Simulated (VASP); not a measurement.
# Nb3Cr (Fm-3m) in VASP: further runs

Runs on Nb3Cr. Level: LDA. Tasks: single point.

All numbers are computed with VASP 6.6.1; they aren't measurements. Logs are shortened: lines on timing, memory, paths and dates and some standing lists are left out, and cuts for length are marked.

### Step 1. The cell of the first run

It takes space group Fm-3m (No. 225, cubic). Conventional cell: a = 6.438 Å, b = 6.438 Å, c = 6.438 Å, α = 90.00°, β = 90.00°, γ = 90.00°. Nb (site symmetry -43m) has 10 Nb at 2.79 to 3.22 Å and 4 Cr at 2.79 Å within 3.7 Å. Within 3.7 Å of Nb (site symmetry m-3m) lie 8 Nb at 2.79 Å and 6 Cr at 3.22 Å. Within 3.7 Å of Cr (site symmetry m-3m) lie 14 Nb at 2.79 to 3.22 Å.

### Step 2. Single point, LDA, collinear spin, ferromagnetic start

The input, INCAR:

```
PREC = Accurate
ENCUT = 520
EDIFF = 1E-6
ISMEAR = 0
SIGMA = 0.1
LREAL = False
LASPH = True
NELM = 150
ALGO = Normal
ISIF = 2
LWAVE = False
LCHARG = False
ISPIN = 2
MAGMOM = 0 0 0 3
LORBIT = 11
LMAXMIX = 4
GGA = CA
NBANDS = 38
```

The input, KPOINTS:

```
regular mesh
0
Gamma
  6 6 6
```

The input, POSCAR:

```
Nb3Cr
1.0
    0.0000000000      3.2188900000      3.2188900000
    3.2188900000      0.0000000000      3.2188900000
    3.2188900000      3.2188900000      0.0000000000
Nb Cr
3 1
Direct
    0.7500000000      0.7500000000      0.7500000000
    0.2500000000      0.2500000000      0.2500000000
    0.5000000000      0.5000000000      0.5000000000
    0.0000000000      0.0000000000      0.0000000000
```

Potentials or basis: VASP PAW LDA potentials, release 64 (Nb_sv, Cr_pv).

On the command line:

```
$ cat potpaw_LDA.64/Nb_sv/POTCAR potpaw_LDA.64/Cr_pv/POTCAR > POTCAR
$ mpirun -np 1 vasp_std > vasp.out
```

OUTCAR:

```text
PREC = Accurate
   ENCUT = 520
   EDIFF = 1E-6
   ISMEAR = 0
   LREAL = False
   LASPH = True
   NELM = 150
   ISIF = 2
   ISPIN = 2
   LORBIT = 11
   GGA = CA

 ion  position               nearest neighbor table
   1  0.750  0.750  0.750-   3 2.79   3 2.79   3 2.79   3 2.79   4 2.79   4 2.79   4 2.79   4 2.79

   2  0.250  0.250  0.250-   4 2.79   4 2.79   4 2.79   3 2.79   4 2.79   3 2.79   3 2.79   3 2.79

   3  0.500  0.500  0.500-   2 2.79   2 2.79   2 2.79   1 2.79   2 2.79   1 2.79   1 2.79   1 2.79

   4  0.000  0.000  0.000-   1 2.79   1 2.79   1 2.79   1 2.79   2 2.79   2 2.79   2 2.79   2 2.79

  LATTYP: Found a face centered cubic cell.
 ALAT       =     6.4377800000

  Lattice vectors:

 A1 = (   0.0000000000,   3.2188900000,   3.2188900000)
 A2 = (   3.2188900000,   0.0000000000,   3.2188900000)
 A3 = (   3.2188900000,   3.2188900000,   0.0000000000)

Analysis of symmetry for initial positions (statically):
=====================================================================
 Subroutine PRICEL returns:
 Original cell was already a primitive cell.

 Routine SETGRP: Setting up the symmetry group for a
 face centered cubic supercell.

 Subroutine GETGRP returns: Found 48 space group operations
 (whereof 48 operations were pure point group operations)
 out of a pool of 48 trial point group operations.

The static configuration has the point symmetry O_h .

Analysis of symmetry for dynamics (positions and initial velocities):
=====================================================================
 Subroutine PRICEL returns:
 Original cell was already a primitive cell.

 Routine SETGRP: Setting up the symmetry group for a
 face centered cubic supercell.

 Subroutine GETGRP returns: Found 48 space group operations
 (whereof 48 operations were pure point group operations)
 out of a pool of 48 trial point group operations.

The dynamic configuration has the point symmetry O_h .

Analysis of structural, dynamic, and magnetic symmetry:
=====================================================================
 Subroutine PRICEL returns:
 Original cell was already a primitive cell.

 Routine SETGRP: Setting up the symmetry group for a
 face centered cubic supercell.

 Subroutine GETGRP returns: Found 48 space group operations
 (whereof 48 operations were pure point group operations)
 out of a pool of 48 trial point group operations.

The overall configuration has the point symmetry O_h .

 Subroutine INISYM returns: Found 48 space group operations
 (whereof 48 operations are pure point group operations),
 and found     1 'primitive' translations

----------------------------------------------------------------------------------------

                                     Primitive cell

  volume of cell :      66.7035

  direct lattice vectors                    reciprocal lattice vectors
     0.000000000  3.218890000  3.218890000    -0.155333050  0.155333050  0.155333050
     3.218890000  0.000000000  3.218890000     0.155333050 -0.155333050  0.155333050
     3.218890000  3.218890000  0.000000000     0.155333050  0.155333050 -0.155333050

  length of vectors
     4.552197894  4.552197894  4.552197894     0.269044734  0.269044734  0.269044734

  position of ions in fractional coordinates (direct lattice)
     0.750000000  0.750000000  0.750000000
     0.250000000  0.250000000  0.250000000
     0.500000000  0.500000000  0.500000000
     0.000000000  0.000000000  0.000000000

  ion indices of the primitive-cell ions
   primitive index   ion index
                 1           1
                 2           2
                 3           3
                 4           4

----------------------------------------------------------------------------------------

 KPOINTS: regular mesh

Automatic generation of k-mesh.
 Grid dimensions read from file:
 generate k-points for:    6    6    6

 Generating k-lattice:

  Cartesian coordinates                     Fractional coordinates (reciprocal lattice)
    -0.025888842  0.025888842  0.025888842     0.166666667  0.000000000  0.000000000
     0.025888842 -0.025888842  0.025888842     0.000000000  0.166666667  0.000000000
     0.025888842  0.025888842 -0.025888842     0.000000000  0.000000000  0.166666667

  Length of vectors
     0.044840789  0.044840789  0.044840789

  Shift w.r.t. Gamma in fractional coordinates (k-lattice)
     0.000000000  0.000000000  0.000000000

 Subroutine IBZKPT returns following result:
 ===========================================

 Found     16 irreducible k-points:

 Following reciprocal coordinates:
            Coordinates               Weight
  0.000000  0.000000  0.000000      1.000000
  0.166667  0.000000  0.000000      8.000000
  0.333333  0.000000  0.000000      8.000000
  0.500000  0.000000  0.000000      4.000000
  0.166667  0.166667  0.000000      6.000000
  0.333333  0.166667  0.000000     24.000000
[... 8 lines left out ...]
 -0.333333  0.333333  0.166667     24.000000
 -0.333333  0.500000  0.166667     12.000000
   k-points           NKPTS =     16   k-points in BZ     NKDIM =     16   number of bands    NBANDS=     38
   number of dos      NEDOS =    301   number of ions     NIONS =      4
   total plane-waves  NPLWV =  46656
   dimension x,y,z NGX =    36 NGY =   36 NGZ =   36
   dimension x,y,z NGXF=    72 NGYF=   72 NGZF=   72
   ions per type =               3   1
   NGX,Y,Z   is equivalent  to a cutoff of  13.15, 13.15, 13.15 a.u.
   NGXF,Y,Z  is equivalent  to a cutoff of  26.29, 26.29, 26.29 a.u.
 SYSTEM =  unknown system
   PREC   = accura    normal or accurate (medium, high low for compatibility)
   ISTART =      0    job   : 0-new  1-cont  2-samecut
   ICHARG =      2    charge: 1-file 2-atom 10-const
   ISPIN  =      2    spin polarized calculation?
   LNONCOLLINEAR =      F non collinear calculations
   LSORBIT =      F    spin-orbit coupling
   LASPH  =      T    aspherical Exc in radial PAW
   ENCUT  =  520.0 eV  38.22 Ry    6.18 a.u.   8.46  8.46  8.46*2*pi/ulx,y,z
   NELM   =    150;   NELMIN=  2; NELMDL= -5     # of ELM steps
   EDIFF  = 0.1E-05   stopping-criterion for ELM
   LREAL  =      F    real-space projection
   EDIFFG = 0.1E-04   stopping-criterion for IOM
   NSW    =      0    number of steps for IOM
   IBRION =     -1    ionic relax: 0-MD 1-quasi-New 2-CG
   NFREE  =      0    steps in history (QN), initial steepest desc. (CG)
   ISIF   =      2    stress and relaxation
   ISYM   =      2    0-nonsym 1-usesym 2-fastsym
   POTIM  = 0.5000    time-step for ionic-motion
   TEBEG  =    0.0;   TEEND  =   0.0 temperature during run
   PSTRESS=    0.0 pullay stress
   NELECT =      51.0000    total number of electrons
   NUPDOWN=      -1.0000    fix difference up-down
   EMIN   =  10.00;   EMAX   =-10.00  energy-range for DOS
   EFERMI =   0.00;   METHOD = LEGACY
   ISMEAR =     0;   SIGMA  =   0.10  broadening in eV -4-tet -1-fermi 0-gaus
   EFERMI_NEDOS =   21; number of points for ismear=-14 and -15
   IALGO  =     38    algorithm
   IMIX   =      4    mixing-type and parameters
     AMIX     =   0.40;   BMIX     =  1.00
     AMIX_MAG =   1.60;   BMIX_MAG =  1.00
  volume/ion in A,a.u.               =      16.68       112.53
  Fermi-wavevector in a.u.,A,eV,Ry     =   1.496978  2.828878 30.489883  2.240943
  Thomas-Fermi vector in A             =   2.608925
   LORBIT       =     11    0 simple, 1 ext, 2 COOP (PROOUT), +10 PAW based schemes
   GGA     = CA    functional components
   LHFCALC =     F    Hartree Fock is set to
   AEXX    =    0.0000 exact exchange contribution
   IVDW    =     0    specifies the selected vdW correction
   LEPSILON=     F    determine dielectric tensor
   LRPA    =     F    only Hartree local field effects (RPA)
 spin polarized calculation
 Gauss-broadening in eV      SIGMA  =   0.10
  energy-cutoff  :      520.00
  volume of cell :       66.70
 maximum number of plane-waves:      1820
 NGX is ok and might be reduce to    36
   NGX = 17   NGY = 17   NGZ = 17

 number of electron      51.0000001 magnetization       0.0023698

 Free energy of the ion-electron system (eV)
  ---------------------------------------------------
  ext. energy  EPLUGINS =         0.00000000
  ---------------------------------------------------
  free energy    TOTEN  =       -43.84327665 eV

  energy without entropy =      -43.81359379  energy(sigma->0) =      -43.82843522

 E-fermi :  10.6491     XC(G=0): -12.8536

 val. band max:       10.5844403202   @ k =  -0.1667   0.1667   0.0000
 cond. band min:      10.6785053614   @ k =   0.5000   0.3333   0.1667
 fundamental gap:      0.0940650412
 Fermi energy:        10.6490960251

 spin component 1

 k-point     1 :       0.0000    0.0000    0.0000
  band No.  band energies     occupation
      1     -43.4173      1.00000
      2     -43.2107      1.00000
      3     -42.9701      1.00000
      4     -31.5378      1.00000
      5     -31.5378      1.00000
      6     -31.5378      1.00000
[... 29 lines left out ...]
     36      15.3014      0.00000
     37      16.5930      0.00000

 k-point     2 :       0.1667    0.0000    0.0000
  band No.  band energies     occupation
      1     -43.3963      1.00000
      2     -43.2163      1.00000
      3     -42.9867      1.00000
      4     -31.5379      1.00000
      5     -31.5379      1.00000
      6     -31.5373      1.00000
[... 29 lines left out ...]
     36      15.2998      0.00000
     37      16.5941      0.00000
[... 518 lines left out ...]
     36      15.0507      0.00000
     37      15.6211      0.00000

 k-point    16 :      -0.3333    0.5000    0.1667
  band No.  band energies     occupation
      1     -43.2599      1.00000
      2     -43.2452      1.00000
      3     -43.0990      1.00000
      4     -31.5393      1.00000
      5     -31.5382      1.00000
      6     -31.5357      1.00000
[... 29 lines left out ...]
     36      15.4209      0.00000
     37      15.5384      0.00000
 Fermi energy:        10.6490960251

 spin component 2

 k-point     1 :       0.0000    0.0000    0.0000
  band No.  band energies     occupation
      1     -43.4171      1.00000
      2     -43.2106      1.00000
      3     -42.9699      1.00000
      4     -31.5328      1.00000
      5     -31.5328      1.00000
      6     -31.5328      1.00000
[... 29 lines left out ...]
     36      15.3026      0.00000
     37      16.6032      0.00000

 k-point     2 :       0.1667    0.0000    0.0000
  band No.  band energies     occupation
      1     -43.3961      1.00000
      2     -43.2161      1.00000
      3     -42.9865      1.00000
      4     -31.5330      1.00000
      5     -31.5330      1.00000
      6     -31.5323      1.00000
[... 29 lines left out ...]
     36      15.3002      0.00000
     37      16.6043      0.00000
[... 518 lines left out ...]
     36      15.0510      0.00000
     37      15.6212      0.00000

 k-point    16 :      -0.3333    0.5000    0.1667
  band No.  band energies     occupation
      1     -43.2597      1.00000
      2     -43.2451      1.00000
      3     -43.0988      1.00000
      4     -31.5343      1.00000
      5     -31.5332      1.00000
      6     -31.5307      1.00000
[... 29 lines left out ...]
     36      15.4215      0.00000
     37      15.5345      0.00000
 [bands above 37 left out]

------------------------ aborting loop because EDIFF is reached ----------------------------------------

  FORCE on cell =-STRESS in cart. coord.  units (eV):
  Direction    XX          YY          ZZ          XY          YZ          ZX
  --------------------------------------------------------------------------------------
  -------------------------------------------------------------------------------------
  Total       -5.3208171     -5.3208171     -5.3208171      0.0000000     -0.0000000      0.0000000
  in kB     -127.8028416   -127.8028416   -127.8028416      0.0000000     -0.0000000      0.0000000
  external PRESSURE =    -127.8028416 kB  Pullay stress =       0.0000000 kB

 VOLUME and BASIS-vectors are now :
 -----------------------------------------------------------------------------
  energy-cutoff  :      520.00
  volume of cell :       66.70
      direct lattice vectors                 reciprocal lattice vectors
     0.000000000  3.218890000  3.218890000    -0.155333050  0.155333050  0.155333050
     3.218890000  0.000000000  3.218890000     0.155333050 -0.155333050  0.155333050
     3.218890000  3.218890000  0.000000000     0.155333050  0.155333050 -0.155333050

 POSITION                                       TOTAL-FORCE (eV/Angst)
 -----------------------------------------------------------------------------------
      4.82834      4.82834      4.82834        -0.000000     -0.000000     -0.000000
      1.60945      1.60945      1.60945         0.000000      0.000000      0.000000
      3.21889      3.21889      3.21889        -0.000000     -0.000000     -0.000000
      0.00000      0.00000      0.00000        -0.000000     -0.000000     -0.000000
 -----------------------------------------------------------------------------------
    total drift:                                0.000000      0.000000      0.000000

  FREE ENERGIE OF THE ION-ELECTRON SYSTEM (eV)
  ---------------------------------------------------
  free  energy   TOTEN  =       -43.8432766519 eV

  energy  without entropy=      -43.8135937892  energy(sigma->0) =      -43.82843522

 total charge

# of ion       s       p       d       tot
------------------------------------------
    1        2.226   6.005   2.502  10.733
    2        2.226   6.005   2.502  10.733
    3        2.236   5.989   2.623  10.848
    4        0.371   6.271   4.149  10.791
--------------------------------------------------
tot          7.060  24.270  11.775  43.105

 magnetization (x)

# of ion       s       p       d       tot
------------------------------------------
    1       -0.000   0.000  -0.000  -0.000
    2       -0.000   0.000  -0.000  -0.000
    3       -0.000  -0.000  -0.000  -0.000
    4        0.000  -0.000   0.003   0.003
--------------------------------------------------
tot          0.000   0.000   0.003   0.003
```

It took 2.1 min on 1 thread of Intel Xeon 8259CL, shared host; peak memory 0.22 GiB.

What came out:

```yaml
Free_energy: -43.8433 eV
Pressure: -12.8 GPa
Net_moment: 0.00 μB per cell
Valence_electrons_inside_the_program's_atomic_spheres: Nb 10.73, 10.85 (each value once); Cr 10.79
```

Caveat: the cell stands under tension.

### Step 3. Single point, LDA, collinear spin, ferromagnetic start

The input, INCAR:

```
SYSTEM = Nb3Cr
PREC     = Accurate       ! precision mode
ENCUT    = 520            ! plane-wave cutoff, eV
EDIFF    = 1E-6           ! SCF threshold, eV
ISMEAR   = 0              ! smearing method
SIGMA    = 0.1            ! smearing width, eV
LREAL    = .FALSE.        ! projectors in reciprocal space
LASPH    = .TRUE.         ! aspherical terms in the spheres
NELM     = 150            ! most SCF steps
ALGO     = Normal         ! electronic algorithm
ISIF     = 2              ! what is computed and relaxed
LWAVE    = .FALSE.        ! write WAVECAR
LCHARG   = .FALSE.        ! write CHGCAR
ISPIN    = 2              ! spin polarisation
MAGMOM   = 0 0 0 3        ! initial moments
LORBIT   = 11             ! projections on sites
LMAXMIX  = 4              ! l up to which the mixer works
GGA      = CA             ! functional
NBANDS   = 38             ! bands
```

The input, KPOINTS:

```
regular mesh
0
G
  8 8 8
  0 0 0
```

POSCAR is that of step 2.

Potentials or basis: VASP PAW LDA potentials, release 64 (Nb_sv, Cr_pv).

On the command line:

```
$ cat potpaw_LDA.64/Nb_sv/POTCAR potpaw_LDA.64/Cr_pv/POTCAR > POTCAR
$ mpirun -np 1 vasp_std > vasp.out
```

OUTCAR:

```text
SYSTEM = Nb3Cr
   PREC = Accurate
   ENCUT = 520
   EDIFF = 1E-6
   ISMEAR = 0
   LREAL = .FALSE.
   LASPH = .TRUE.
   NELM = 150
   ISIF = 2
   ISPIN = 2
   LORBIT = 11
   GGA = CA

 ion  position               nearest neighbor table
   1  0.750  0.750  0.750-   3 2.79   3 2.79   3 2.79   3 2.79   4 2.79   4 2.79   4 2.79   4 2.79

   2  0.250  0.250  0.250-   4 2.79   4 2.79   4 2.79   3 2.79   4 2.79   3 2.79   3 2.79   3 2.79

   3  0.500  0.500  0.500-   2 2.79   2 2.79   2 2.79   1 2.79   2 2.79   1 2.79   1 2.79   1 2.79

   4  0.000  0.000  0.000-   1 2.79   1 2.79   1 2.79   1 2.79   2 2.79   2 2.79   2 2.79   2 2.79

  LATTYP: Found a face centered cubic cell.
 ALAT       =     6.4377800000

  Lattice vectors:

 A1 = (   0.0000000000,   3.2188900000,   3.2188900000)
 A2 = (   3.2188900000,   0.0000000000,   3.2188900000)
 A3 = (   3.2188900000,   3.2188900000,   0.0000000000)

Analysis of symmetry for initial positions (statically):
[... 2134 lines left out ...]
  Direction    XX          YY          ZZ          XY          YZ          ZX
  --------------------------------------------------------------------------------------
  -------------------------------------------------------------------------------------
  Total       -5.4931163     -5.4931163     -5.4931163      0.0000000      0.0000000      0.0000000
  in kB     -131.9413644   -131.9413644   -131.9413644      0.0000000      0.0000000      0.0000000
  external PRESSURE =    -131.9413644 kB  Pullay stress =       0.0000000 kB

 VOLUME and BASIS-vectors are now :
 -----------------------------------------------------------------------------
  energy-cutoff  :      520.00
  volume of cell :       66.70
      direct lattice vectors                 reciprocal lattice vectors
     0.000000000  3.218890000  3.218890000    -0.155333050  0.155333050  0.155333050
     3.218890000  0.000000000  3.218890000     0.155333050 -0.155333050  0.155333050
     3.218890000  3.218890000  0.000000000     0.155333050  0.155333050 -0.155333050

 POSITION                                       TOTAL-FORCE (eV/Angst)
 -----------------------------------------------------------------------------------
      4.82834      4.82834      4.82834         0.000000      0.000000      0.000000
      1.60945      1.60945      1.60945        -0.000000     -0.000000     -0.000000
      3.21889      3.21889      3.21889         0.000000      0.000000      0.000000
      0.00000      0.00000      0.00000         0.000000      0.000000      0.000000
 -----------------------------------------------------------------------------------
    total drift:                                0.000000      0.000000      0.000000

  FREE ENERGIE OF THE ION-ELECTRON SYSTEM (eV)
  ---------------------------------------------------
  free  energy   TOTEN  =       -43.8418117166 eV

  energy  without entropy=      -43.8108048334  energy(sigma->0) =      -43.82630828

 total charge

# of ion       s       p       d       tot
------------------------------------------
    1        2.227   6.007   2.497  10.730
    2        2.227   6.007   2.497  10.730
    3        2.236   5.990   2.618  10.844
    4        0.371   6.276   4.141  10.787
--------------------------------------------------
tot          7.061  24.279  11.753  43.092

 magnetization (x)

# of ion       s       p       d       tot
------------------------------------------
    1       -0.000   0.000  -0.001  -0.001
    2       -0.000   0.000  -0.001  -0.001
    3       -0.000   0.000   0.001   0.001
    4        0.000   0.000   0.002   0.002
--------------------------------------------------
tot         -0.000   0.000   0.001   0.001
```

stdout:

```text
POSCAR found type information on POSCAR NbCr
 POSCAR found :  2 types and       4 ions
 scaLAPACK will be used
 LDA part: xc-table for (Slater(with rela. corr.)+CA(PZ))
 , standard interpolation
 POSCAR, INCAR and KPOINTS ok, starting setup
 FFT: planning ... GRIDC
 FFT: planning ... GRID_SOFT
 FFT: planning ... GRID
 WAVECAR not read
 entering main loop
```

Wall time 4.7 min (1 thread of Intel Xeon 8259CL, shared host); peak memory 0.26 GiB.

Results:

| Quantity | Value |
| --- | --- |
| Free energy | -43.8418 eV |
| Pressure | -13.2 GPa |
| Net moment | 0.00 μB per cell |
| Valence electrons inside the program's atomic spheres | Nb 10.73, 10.84 (each value once); Cr 10.79 |

Caveat: the cell stands under tension.
